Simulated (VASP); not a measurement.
A run of VASP 6.6.1 is set up as follows.

Contents of INCAR:

```
  PREC = Accurate
  ENCUT = 520
  EDIFF = 1E-6
  ISMEAR = -1
  SIGMA = 0.05
  LREAL = F
  LASPH = T
  NELM = 60
  ALGO = Normal
  ISIF = 2
  LWAVE = F
  LCHARG = T
  GGA = PE
  LELF = T
  LVHAR = T
  NBANDS = 29
```

KPOINTS

```
Automatic mesh
0
Gamma
  10 10 4
```

File POSCAR:

```
Ti3Se
1.0
    3.1974455988      0.0000000000      0.0000000000
   -1.5987227994      2.7690691158      0.0000000000
    0.0000000000      0.0000000000      7.9427450000
Se Ti
1 3
Direct
   -0.0011540000      0.0064750000      0.0036350000
    0.6486990000      0.3355620000      0.4964740000
    0.3398740000      0.6827770000      0.7784920000
    0.3302270000      0.6752620000      0.2237280000
```

Potentials or basis: VASP PAW PBE potentials, release 64 (Se, Ti_sv).

Run with:

```bash
$ cat potpaw_PBE.64/Se/POTCAR potpaw_PBE.64/Ti_sv/POTCAR > POTCAR
$ mpirun -np 1 vasp_std > vasp.out
```

(1) Estimate the pressure.

(2) Estimate the band gap on the k mesh.

(3) What does it give for the largest force?

## Answers

(1) 0.8 GPa.

(2) zero (bands 21 and 22 overlap by 0.61 eV).

(3) 0.515 eV/Å.

Caveat: the cell differs from its parent crystal (atoms moved at random).
